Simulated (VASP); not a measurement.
# Hg (I4/mmm) in VASP: further runs

Hg is run at these levels: PBE+D3(BJ); tasks: single point.

Everything below comes from runs of VASP 6.6.1. Logs are shortened: lines on timing, memory, paths and dates and some standing lists are left out, and cuts for length are marked.

## Step 1: The cell of the first run

It takes space group I4/mmm (No. 139, tetragonal). Conventional cell: a = 4.346 Å, b = 4.346 Å, c = 3.785 Å, α = 90.00°, β = 90.00°, γ = 90.00°. Hg (site symmetry 4/mmm) has 14 Hg at 3.61 to 4.35 Å within 4.7 Å.

## Step 2: Single point, PBE+D3(BJ) (strain +0.050 along x and y, +0.050 along z)

File INCAR:

```
SYSTEM = Hg
ALGO = Fast ; EDIFF = 1E-6
ENCUT = 520 ; GGA = PE
ISIF = 2 ; ISMEAR = 0
IVDW = 12 ; LASPH = .True.
LCHARG = .False. ; LREAL = .False.
LWAVE = .False. ; NBANDS = 12
NELM = 100 ; PREC = Accurate
SIGMA = 0.15
```

File KPOINTS:

```
k-points
0
Gamma
  18 18 18
  0 0 0
```

File POSCAR:

```
Hg
1.0
   -2.1731797500      2.1731797500      1.8923709000
    2.1731797500     -2.1731797500      1.8923709000
    2.1731797500      2.1731797500     -1.8923709000
Hg
1
Direct
    0.0000000000      0.0000000000      0.0000000000
```

Potentials or basis: VASP PAW PBE potentials, release 64 (Hg).

Started as:

```bash
cat potpaw_PBE.64/Hg/POTCAR > POTCAR
mpirun -np 1 vasp_std > vasp.out
```

OUTCAR:

```text
SYSTEM = Hg
   EDIFF = 1E-6
   ENCUT = 520
   GGA = PE
   ISIF = 2
   ISMEAR = 0
   IVDW = 12
   LASPH = .True.
   LREAL = .False.
   NELM = 100
   PREC = Accurate
 IVDW          = 12

 ion  position               nearest neighbor table
   1  0.000  0.000  0.000-

  LATTYP: Found a body centered tetragonal cell.
 ALAT       =     4.3463595000
 C/A-ratio  =     0.8707843426

  Lattice vectors:

 A1 = (  -2.1731797500,   2.1731797500,   1.8923709000)
 A2 = (   2.1731797500,  -2.1731797500,   1.8923709000)
 A3 = (   2.1731797500,   2.1731797500,  -1.8923709000)

Analysis of symmetry for initial positions (statically):
=====================================================================
 Subroutine PRICEL returns:
 Original cell was already a primitive cell.

 Routine SETGRP: Setting up the symmetry group for a
 body centered tetragonal supercell.

 Subroutine GETGRP returns: Found 16 space group operations
 (whereof 16 operations were pure point group operations)
 out of a pool of 16 trial point group operations.

The static configuration has the point symmetry D_4h.

Analysis of symmetry for dynamics (positions and initial velocities):
=====================================================================
 Subroutine PRICEL returns:
 Original cell was already a primitive cell.

 Routine SETGRP: Setting up the symmetry group for a
 body centered tetragonal supercell.

 Subroutine GETGRP returns: Found 16 space group operations
 (whereof 16 operations were pure point group operations)
 out of a pool of 16 trial point group operations.

The dynamic configuration has the point symmetry D_4h.

 Subroutine INISYM returns: Found 16 space group operations
 (whereof 16 operations are pure point group operations),
 and found     1 'primitive' translations

----------------------------------------------------------------------------------------

                                     Primitive cell

  volume of cell :      35.7485

  direct lattice vectors                    reciprocal lattice vectors
    -2.173179750  2.173179750  1.892370900     0.000000000  0.230077609  0.264218817
     2.173179750 -2.173179750  1.892370900     0.230077609  0.000000000  0.264218817
     2.173179750  2.173179750 -1.892370900     0.230077609  0.230077609  0.000000000

  length of vectors
     3.609222641  3.609222641  3.609222641     0.350353092  0.350353092  0.325378875

  position of ions in fractional coordinates (direct lattice)
     0.000000000  0.000000000  0.000000000

  ion indices of the primitive-cell ions
   primitive index   ion index
                 1           1

----------------------------------------------------------------------------------------

 KPOINTS: k-points

Automatic generation of k-mesh.
 Grid dimensions read from file:
 generate k-points for:   18   18   18

 Generating k-lattice:

  Cartesian coordinates                     Fractional coordinates (reciprocal lattice)
     0.000000000  0.012782089  0.014678823     0.055555556 -0.000000000  0.000000000
     0.012782089  0.000000000  0.014678823    -0.000000000  0.055555556  0.000000000
     0.012782089  0.012782089  0.000000000     0.000000000  0.000000000  0.055555556

  Length of vectors
     0.019464061  0.019464061  0.018076604

  Shift w.r.t. Gamma in fractional coordinates (k-lattice)
     0.000000000  0.000000000  0.000000000

 Subroutine IBZKPT returns following result:
 ===========================================

 Found    480 irreducible k-points:

 Following reciprocal coordinates:
            Coordinates               Weight
  0.000000  0.000000  0.000000      1.000000
  0.055556 -0.000000  0.000000      8.000000
  0.111111 -0.000000  0.000000      8.000000
  0.166667  0.000000  0.000000      8.000000
  0.222222  0.000000  0.000000      8.000000
  0.277778  0.000000  0.000000      8.000000
[... 16 lines left out ...]
 -0.277778  0.055556  0.000000     16.000000
 -0.222222  0.055556 -0.000000     16.000000
 [... further k-points ...]
   k-points           NKPTS =    480   k-points in BZ     NKDIM =    480   number of bands    NBANDS=     12
   number of dos      NEDOS =    301   number of ions     NIONS =      1
   total plane-waves  NPLWV =  21952
   dimension x,y,z NGX =    28 NGY =   28 NGZ =   28
   dimension x,y,z NGXF=    56 NGYF=   56 NGZF=   56
   ions per type =               1
   NGX,Y,Z   is equivalent  to a cutoff of  12.90, 12.90, 12.90 a.u.
   NGXF,Y,Z  is equivalent  to a cutoff of  25.79, 25.79, 25.79 a.u.
 SYSTEM =  Hg
   PREC   = accura    normal or accurate (medium, high low for compatibility)
   ISTART =      0    job   : 0-new  1-cont  2-samecut
   ICHARG =      2    charge: 1-file 2-atom 10-const
   ISPIN  =      1    spin polarized calculation?
   LNONCOLLINEAR =      F non collinear calculations
   LSORBIT =      F    spin-orbit coupling
   LASPH  =      T    aspherical Exc in radial PAW
   ENCUT  =  520.0 eV  38.22 Ry    6.18 a.u.   6.71  6.71  6.71*2*pi/ulx,y,z
   NELM   =    100;   NELMIN=  2; NELMDL= -5     # of ELM steps
   EDIFF  = 0.1E-05   stopping-criterion for ELM
   LREAL  =      F    real-space projection
   EDIFFG = 0.1E-04   stopping-criterion for IOM
   NSW    =      0    number of steps for IOM
   IBRION =     -1    ionic relax: 0-MD 1-quasi-New 2-CG
   NFREE  =      0    steps in history (QN), initial steepest desc. (CG)
   ISIF   =      2    stress and relaxation
   ISYM   =      2    0-nonsym 1-usesym 2-fastsym
   POTIM  = 0.5000    time-step for ionic-motion
   TEBEG  =    0.0;   TEEND  =   0.0 temperature during run
   PSTRESS=    0.0 pullay stress
   NELECT =      12.0000    total number of electrons
   NUPDOWN=      -1.0000    fix difference up-down
   EMIN   =  10.00;   EMAX   =-10.00  energy-range for DOS
   EFERMI =   0.00;   METHOD = LEGACY
   ISMEAR =     0;   SIGMA  =   0.15  broadening in eV -4-tet -1-fermi 0-gaus
   EFERMI_NEDOS =   21; number of points for ismear=-14 and -15
   IALGO  =     68    algorithm
   IMIX   =      4    mixing-type and parameters
     AMIX     =   0.40;   BMIX     =  1.00
     AMIX_MAG =   1.60;   BMIX_MAG =  1.00
  volume/ion in A,a.u.               =      35.75       241.24
  Fermi-wavevector in a.u.,A,eV,Ry     =   1.137757  2.150048 17.612609  1.294490
  Thomas-Fermi vector in A             =   2.274462
   LORBIT       =      0    0 simple, 1 ext, 2 COOP (PROOUT), +10 PAW based schemes
   GGA     = PE    functional components
   LHFCALC =     F    Hartree Fock is set to
   AEXX    =    0.0000 exact exchange contribution
   IVDW    =    12    specifies the selected vdW correction
   LEPSILON=     F    determine dielectric tensor
   LRPA    =     F    only Hartree local field effects (RPA)
 non-spin polarized calculation
 RMM-DIIS sequential band-by-band and
 Gauss-broadening in eV      SIGMA  =   0.15
  energy-cutoff  :      520.00
  volume of cell :       35.75
 maximum number of plane-waves:       976
   NGX = 13   NGY = 13   NGZ = 13

 number of electron      12.0000001 magnetization

 Free energy of the ion-electron system (eV)
  ---------------------------------------------------
  ext. energy  EPLUGINS =         0.00000000
  ---------------------------------------------------
  free energy    TOTEN  =        -0.16673038 eV

  energy without entropy =       -0.16583620  energy(sigma->0) =       -0.16628329

 E-fermi :   0.1912     XC(G=0):  -8.6718

 val. band max:        0.1765304329   @ k =  -0.4444  -0.4444   0.3889
 cond. band min:       0.2000901553   @ k =   0.5000   0.4444   0.0000
 fundamental gap:      0.0235597224
 Fermi energy:         0.1912130243

 k-point     1 :       0.0000    0.0000    0.0000
  band No.  band energies     occupation
      1      -6.1271      2.00000
      2      -6.0584      2.00000
      3      -5.8764      2.00000
      4      -5.8764      2.00000
      5      -5.7104      2.00000
      6      -5.5159      2.00000
      7      10.8034      0.00000
      8      10.8034      0.00000
      9      12.4942      0.00000
     10      14.0964      0.00000
     11      14.0964      0.00000
     12      14.2756      0.00000

 k-point     2 :       0.0556   -0.0000    0.0000
  band No.  band energies     occupation
      1      -6.0656      2.00000
      2      -6.0505      2.00000
      3      -5.8744      2.00000
      4      -5.8734      2.00000
      5      -5.7060      2.00000
      6      -5.5217      2.00000
      7      10.5271      0.00000
      8      10.6309      0.00000
      9      11.9929      0.00000
     10      13.7632      0.00000
     11      13.9264      0.00000
     12      14.6069      0.00000

 k-point     3 :       0.1111   -0.0000    0.0000
  band No.  band energies     occupation
      1      -6.0372      2.00000
      2      -5.9479      2.00000
      3      -5.8544      2.00000
      4      -5.8065      2.00000
      5      -5.6899      2.00000
      6      -5.5368      2.00000
      7       9.6885      0.00000
      8      10.1838      0.00000
      9      10.9866      0.00000
     10      13.1224      0.00000
     11      13.5475      0.00000
     12      14.6126      0.00000
[... 286 lines left out ...]
 k-point    23 :      -0.2778    0.0556    0.0000
  band No.  band energies     occupation
      1      -6.0719      2.00000
      2      -6.0089      2.00000
      3      -5.6681      2.00000
      4      -5.6292      2.00000
      5      -5.5848      2.00000
      6      -4.7342      2.00000
      7       5.9446      0.00000
      8       8.1200      0.00000
      9       9.3254      0.00000
     10      11.8817      0.00000
     11      13.2689      0.00000
     12      15.6248      0.00000

 k-point    24 :      -0.2222    0.0556   -0.0000
  band No.  band energies     occupation
      1      -6.0460      2.00000
      2      -5.9551      2.00000
      3      -5.7667      2.00000
      4      -5.6778      2.00000
      5      -5.5706      2.00000
      6      -5.2455      2.00000
      7       7.3775      0.00000
      8       8.8630      0.00000
      9       9.9133      0.00000
     10      12.3222      0.00000
     11      13.6560      0.00000
     12      15.1996      0.00000

 [... further k-points ...]

------------------------ aborting loop because EDIFF is reached ----------------------------------------

 Edisp (eV)   -0.29571

 E8    (eV) :    -0.1360

  FORCE on cell =-STRESS in cart. coord.  units (eV):
  Direction    XX          YY          ZZ          XY          YZ          ZX
  --------------------------------------------------------------------------------------
  -------------------------------------------------------------------------------------
  Total      -0.42048    -0.42048    -0.39211     0.00000     0.00000     0.00000
  in kB     -18.84512   -18.84512   -17.57375     0.00000     0.00000     0.00000
  external pressure =      -18.42 kB  Pullay stress =        0.00 kB

 VOLUME and BASIS-vectors are now :
 -----------------------------------------------------------------------------
  energy-cutoff  :      520.00
  volume of cell :       35.75
      direct lattice vectors                 reciprocal lattice vectors
    -2.173179750  2.173179750  1.892370900     0.000000000  0.230077609  0.264218817
     2.173179750 -2.173179750  1.892370900     0.230077609  0.000000000  0.264218817
     2.173179750  2.173179750 -1.892370900     0.230077609  0.230077609  0.000000000

 POSITION                                       TOTAL-FORCE (eV/Angst)
 -----------------------------------------------------------------------------------
      0.00000      0.00000      0.00000         0.000000      0.000000     -0.000000
 -----------------------------------------------------------------------------------
    total drift:                                0.000000     -0.000000     -0.000000

  FREE ENERGIE OF THE ION-ELECTRON SYSTEM (eV)
  ---------------------------------------------------
  free  energy   TOTEN  =        -0.4624433136 eV

  energy  without entropy=       -0.4615491352  energy(sigma->0) =       -0.46199622
```

Run time: 57 s. Hardware: 1 thread of Intel Xeon 6975P-C (Granite Rapids), shared host; peak memory 0.31 GiB.

What came out:

* Free energy: -0.4624 eV
* Pressure: -1.8 GPa
* Band gap on the k mesh: zero (band 6 reaches 0.52 eV, above the bottom of band 7 at 0.00 eV)
* Dispersion energy per atom: -0.296 eV

Caveat: the cell differs from its parent crystal (strain +0.050 along x and y, +0.050 along z); spin-orbit coupling is left out, which moves the levels of the heavy elements; pairwise dispersion overbinds metals, which lowers pressure and volume.

(Part 1 of 2 ends here.)
